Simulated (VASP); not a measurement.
# Ta (I4/mmm) in VASP: a series of runs, part 2 of 2

VASP 6.6.1. The steps go on from the part before.

### Step 4. Single point, PBE (18.28 Å³/atom)

Input file INCAR:

```
SYSTEM = Ta
  ALGO = Normal
  EDIFF = 1E-7
  ENCUT = 520
  GGA = PE
  ISIF = 2
  ISMEAR = 0
  LASPH = .TRUE.
  LCHARG = .TRUE.
  LELF = .TRUE.
  LREAL = .FALSE.
  LVHAR = .TRUE.
  LWAVE = .FALSE.
  NBANDS = 12
  NELM = 80
  PREC = Accurate
  SIGMA = 0.15
```

Input file KPOINTS:

```
k-points
0
G
  20 20 20
  0 0 0
```

Input file POSCAR:

```
Ta
1.0
   -1.4149287748      1.4149287748      2.2827045924
    1.4149287748     -1.4149287748      2.2827045924
    1.4149287748      1.4149287748     -2.2827045924
Ta
1
Direct
    0.0000000000      0.0000000000      0.0000000000
```

Potentials or basis: VASP PAW PBE potentials, release 64 (Ta_pv).

On the command line:

```bash
$ cat potpaw_PBE.64/Ta_pv/POTCAR > POTCAR
$ mpirun -np 1 vasp_std > vasp.out
```

OUTCAR:

```text
SYSTEM = Ta
   EDIFF = 1E-7
   ENCUT = 520
   GGA = PE
   ISIF = 2
   ISMEAR = 0
   LASPH = .TRUE.
   LREAL = .FALSE.
   NELM = 80
   PREC = Accurate

 ion  position               nearest neighbor table
   1  0.000  0.000  0.000-

  LATTYP: Found a body centered tetragonal cell.
 ALAT       =     2.8298575496
 C/A-ratio  =     1.6133000000

  Lattice vectors:

 A1 = (  -1.4149287748,   1.4149287748,   2.2827045924)
 A2 = (   1.4149287748,  -1.4149287748,   2.2827045924)
 A3 = (   1.4149287748,   1.4149287748,  -2.2827045924)

Analysis of symmetry for initial positions (statically):
=====================================================================
 Subroutine PRICEL returns:
 Original cell was already a primitive cell.

 Routine SETGRP: Setting up the symmetry group for a
 body centered tetragonal supercell.

 Subroutine GETGRP returns: Found 16 space group operations
 (whereof 16 operations were pure point group operations)
 out of a pool of 16 trial point group operations.

The static configuration has the point symmetry D_4h.

Analysis of symmetry for dynamics (positions and initial velocities):
=====================================================================
 Subroutine PRICEL returns:
 Original cell was already a primitive cell.

 Routine SETGRP: Setting up the symmetry group for a
 body centered tetragonal supercell.

 Subroutine GETGRP returns: Found 16 space group operations
 (whereof 16 operations were pure point group operations)
 out of a pool of 16 trial point group operations.

The dynamic configuration has the point symmetry D_4h.

 Subroutine INISYM returns: Found 16 space group operations
 (whereof 16 operations are pure point group operations),
 and found     1 'primitive' translations

----------------------------------------------------------------------------------------

                                     Primitive cell

  volume of cell :      18.2801

  direct lattice vectors                    reciprocal lattice vectors
    -1.414928775  1.414928775  2.282704592     0.000000000  0.353374678  0.219038417
     1.414928775 -1.414928775  2.282704592     0.353374678  0.000000000  0.219038417
     1.414928775  1.414928775 -2.282704592     0.353374678  0.353374678  0.000000000

  length of vectors
     3.035586785  3.035586785  3.035586785     0.415754123  0.415754123  0.499747262

  position of ions in fractional coordinates (direct lattice)
     0.000000000  0.000000000  0.000000000

  ion indices of the primitive-cell ions
   primitive index   ion index
                 1           1

----------------------------------------------------------------------------------------

 KPOINTS: k-points

Automatic generation of k-mesh.
 Grid dimensions read from file:
 generate k-points for:   20   20   20

 Generating k-lattice:

  Cartesian coordinates                     Fractional coordinates (reciprocal lattice)
     0.000000000  0.017668734  0.010951921     0.050000000  0.000000000 -0.000000000
     0.017668734  0.000000000  0.010951921     0.000000000  0.050000000 -0.000000000
     0.017668734  0.017668734  0.000000000     0.000000000  0.000000000  0.050000000

  Length of vectors
     0.020787706  0.020787706  0.024987363

  Shift w.r.t. Gamma in fractional coordinates (k-lattice)
     0.000000000  0.000000000  0.000000000

 Subroutine IBZKPT returns following result:
 ===========================================

 Found    641 irreducible k-points:

 Following reciprocal coordinates:
            Coordinates               Weight
  0.000000  0.000000  0.000000      1.000000
  0.050000  0.000000  0.000000      8.000000
  0.100000  0.000000 -0.000000      8.000000
  0.150000  0.000000 -0.000000      8.000000
  0.200000  0.000000 -0.000000      8.000000
  0.250000  0.000000 -0.000000      8.000000
[... 16 lines left out ...]
 -0.400000  0.050000  0.000000     16.000000
 -0.350000  0.050000  0.000000     16.000000
 [... further k-points ...]
   k-points           NKPTS =    641   k-points in BZ     NKDIM =    641   number of bands    NBANDS=     12
   number of dos      NEDOS =    301   number of ions     NIONS =      1
   total plane-waves  NPLWV =  13824
   dimension x,y,z NGX =    24 NGY =   24 NGZ =   24
   dimension x,y,z NGXF=    48 NGYF=   48 NGZF=   48
   ions per type =               1
   NGX,Y,Z   is equivalent  to a cutoff of  13.14, 13.14, 13.14 a.u.
   NGXF,Y,Z  is equivalent  to a cutoff of  26.29, 26.29, 26.29 a.u.
 SYSTEM =  Ta
   PREC   = accura    normal or accurate (medium, high low for compatibility)
   ISTART =      0    job   : 0-new  1-cont  2-samecut
   ICHARG =      2    charge: 1-file 2-atom 10-const
   ISPIN  =      1    spin polarized calculation?
   LNONCOLLINEAR =      F non collinear calculations
   LSORBIT =      F    spin-orbit coupling
   LASPH  =      T    aspherical Exc in radial PAW
   ENCUT  =  520.0 eV  38.22 Ry    6.18 a.u.   5.64  5.64  5.64*2*pi/ulx,y,z
   NELM   =     80;   NELMIN=  2; NELMDL= -5     # of ELM steps
   EDIFF  = 0.1E-06   stopping-criterion for ELM
   LREAL  =      F    real-space projection
   EDIFFG = 0.1E-05   stopping-criterion for IOM
   NSW    =      0    number of steps for IOM
   IBRION =     -1    ionic relax: 0-MD 1-quasi-New 2-CG
   NFREE  =      0    steps in history (QN), initial steepest desc. (CG)
   ISIF   =      2    stress and relaxation
   ISYM   =      2    0-nonsym 1-usesym 2-fastsym
   POTIM  = 0.5000    time-step for ionic-motion
   TEBEG  =    0.0;   TEEND  =   0.0 temperature during run
   PSTRESS=    0.0 pullay stress
   NELECT =      11.0000    total number of electrons
   NUPDOWN=      -1.0000    fix difference up-down
   EMIN   =  10.00;   EMAX   =-10.00  energy-range for DOS
   EFERMI =   0.00;   METHOD = LEGACY
   ISMEAR =     0;   SIGMA  =   0.15  broadening in eV -4-tet -1-fermi 0-gaus
   EFERMI_NEDOS =   21; number of points for ismear=-14 and -15
   IALGO  =     38    algorithm
   IMIX   =      4    mixing-type and parameters
     AMIX     =   0.40;   BMIX     =  1.00
     AMIX_MAG =   1.60;   BMIX_MAG =  1.00
  volume/ion in A,a.u.               =      18.28       123.36
  Fermi-wavevector in a.u.,A,eV,Ry     =   1.382121  2.611830 25.990649  1.910259
  Thomas-Fermi vector in A             =   2.506842
   LORBIT       =      0    0 simple, 1 ext, 2 COOP (PROOUT), +10 PAW based schemes
   GGA     = PE    functional components
   LHFCALC =     F    Hartree Fock is set to
   AEXX    =    0.0000 exact exchange contribution
   IVDW    =     0    specifies the selected vdW correction
   LEPSILON=     F    determine dielectric tensor
   LRPA    =     F    only Hartree local field effects (RPA)
 non-spin polarized calculation
 Gauss-broadening in eV      SIGMA  =   0.15
  energy-cutoff  :      520.00
  volume of cell :       18.28
 maximum number of plane-waves:       505
   NGX = 11   NGY = 11   NGZ = 11

 number of electron      11.0000001 magnetization

 Free energy of the ion-electron system (eV)
  ---------------------------------------------------
  ext. energy  EPLUGINS =         0.00000000
  ---------------------------------------------------
  free energy    TOTEN  =       -11.63313018 eV

  energy without entropy =      -11.61889328  energy(sigma->0) =      -11.62601173

 E-fermi :   5.6611     XC(G=0): -12.5384

 val. band max:        5.6502209143   @ k =   0.4000   0.0500   0.0500
 cond. band min:       5.6611868555   @ k =  -0.4500   0.1500  -0.0000
 fundamental gap:      0.0109659412
 Fermi energy:         5.6610567218

 k-point     1 :       0.0000    0.0000    0.0000
  band No.  band energies     occupation
      1     -27.8133      2.00000
      2     -27.7241      2.00000
      3     -27.7241      2.00000
      4      -2.4882      2.00000
      5       5.0857      2.00000
      6       6.9304      0.00000
      7       6.9304      0.00000
      8       7.7882      0.00000
      9      10.5469      0.00000
     10      18.5407      0.00000
     11      20.0121      0.00000
     12      20.9140      0.00000
[... 331 lines left out ...]
 k-point    24 :      -0.3500    0.0500    0.0000
  band No.  band energies     occupation
      1     -28.6459      2.00000
      2     -27.9714      2.00000
      3     -27.7753      2.00000
      4       0.6852      2.00000
      5       5.0439      2.00000
      6       5.6276      1.24736
      7       7.2062      0.00000
      8      10.0045      0.00000
      9      10.5845      0.00000
     10      17.6065      0.00000
     11      20.0054      0.00000
     12      20.6948      0.00000

 [... further k-points ...]

------------------------ aborting loop because EDIFF is reached ----------------------------------------

  FORCE on cell =-STRESS in cart. coord.  units (eV):
  Direction    XX          YY          ZZ          XY          YZ          ZX
  --------------------------------------------------------------------------------------
  -------------------------------------------------------------------------------------
  Total        0.1870274      0.1870274      1.0376603      0.0000000     -0.0000000     -0.0000000
  in kB       16.3921872     16.3921872     90.9466968      0.0000000     -0.0000000     -0.0000000
  external PRESSURE =      41.2436904 kB  Pullay stress =       0.0000000 kB

 VOLUME and BASIS-vectors are now :
 -----------------------------------------------------------------------------
  energy-cutoff  :      520.00
  volume of cell :       18.28
      direct lattice vectors                 reciprocal lattice vectors
    -1.414928775  1.414928775  2.282704592     0.000000000  0.353374678  0.219038417
     1.414928775 -1.414928775  2.282704592     0.353374678  0.000000000  0.219038417
     1.414928775  1.414928775 -2.282704592     0.353374678  0.353374678  0.000000000

 POSITION                                       TOTAL-FORCE (eV/Angst)
 -----------------------------------------------------------------------------------
      0.00000      0.00000      0.00000         0.000000      0.000000      0.000000
 -----------------------------------------------------------------------------------
    total drift:                               -0.000000     -0.000000      0.000000

  FREE ENERGIE OF THE ION-ELECTRON SYSTEM (eV)
  ---------------------------------------------------
  free  energy   TOTEN  =       -11.6331301766 eV

  energy  without entropy=      -11.6188932752  energy(sigma->0) =      -11.62601173
```

OSZICAR:

```text
N       E                     dE             d eps       ncg     rms          rms(c)
DAV:   1     0.616615545619E+02    0.61662E+02   -0.60596E+03 15436   0.872E+02
DAV:   2    -0.110638654811E+02   -0.72725E+02   -0.70935E+02 17080   0.245E+02
DAV:   3    -0.120924301196E+02   -0.10286E+01   -0.10167E+01 18684   0.275E+01
DAV:   4    -0.120953258535E+02   -0.28957E-02   -0.28944E-02 16924   0.160E+00
DAV:   5    -0.120953354221E+02   -0.95686E-05   -0.95689E-05 18628   0.890E-02    0.130E+01
DAV:   6    -0.117416941994E+02    0.35364E+00   -0.29402E-01 18492   0.578E+00    0.638E+00
DAV:   7    -0.116346027060E+02    0.10709E+00   -0.30252E-01 18124   0.522E+00    0.371E-01
DAV:   8    -0.116332877934E+02    0.13149E-02   -0.75582E-03 16916   0.828E-01    0.244E-01
DAV:   9    -0.116331350031E+02    0.15279E-03   -0.42569E-04 18012   0.215E-01    0.321E-02
DAV:  10    -0.116331307447E+02    0.42583E-05   -0.73363E-06 17336   0.270E-02    0.361E-03
DAV:  11    -0.116331304698E+02    0.27491E-06   -0.14757E-07 16108   0.370E-03    0.922E-04
DAV:  12    -0.116331301903E+02    0.27949E-06   -0.16482E-08  8912   0.148E-03    0.147E-04
DAV:  13    -0.116331301766E+02    0.13789E-07   -0.76125E-10  8132   0.319E-04
   1 F= -.11633130E+02 E0= -.11626012E+02  d E =-.142369E-01
```

Run time: 3.2 min. Hardware: 1 thread of AMD EPYC 7R13, shared host; peak memory 0.22 GiB.

What came out:

```yaml
Free_energy: -11.6331 eV
Pressure: 4.1 GPa
Band_gap_on_the_k_mesh: zero (an odd number of electrons rules out a gap without spin polarisation)
```

Stress tensor (GPa, compression positive):
```
1.64 0.00 0.00
0.00 1.64 0.00
0.00 0.00 9.09
```

Levels at points of the mesh, in eV from the Fermi level:
```csv
k point,band 3,band 4,band 5,band 6,band 7,band 8
"(0.00, 0.00, 0.00)",-33.39,-8.15,-0.58,1.27,1.27,2.13
"(0.50, 0.00, 0.00)",-33.43,-4.62,-0.56,0.90,1.26,5.62
"(0.50, 0.50, 0.00)",-33.76,-4.40,-3.34,3.98,5.55,5.59
"(0.50, 0.50, 0.50)",-33.64,-4.60,-3.21,1.63,6.32,6.66
```

Caveat: the cell stands under pressure; spin-orbit coupling is left out, which moves the levels of the heavy elements.

### Step 5. Overview

| cell | gap on the mesh (eV) | pressure (GPa) |
| --- | --- | --- |
| a = 2.883 Å, angles 106.4, 106.4, 115.8°, 1 atom | none | 1.5 |
| a = 2.913 Å, angles 116.5, 116.5, 96.1°, 1 atom | none | 4.2 |
| a = 3.036 Å, angles 124.4, 124.4, 82.5°, 1 atom | none | 4.1 |

Alike in all rows: task single point; level PBE; potentials or basis VASP PAW PBE potentials, release 64 (Ta_pv); no spin polarisation; k mesh 20 × 20 × 20; cutoff (eV) 520; smearing gaussian 0.15 eV.

Caveats: spin-orbit coupling is left out, which moves the levels of the heavy elements; the cell stands under pressure (at least some runs).

Total energies depend on the potentials used, so only differences within one code and one set of settings carry meaning.
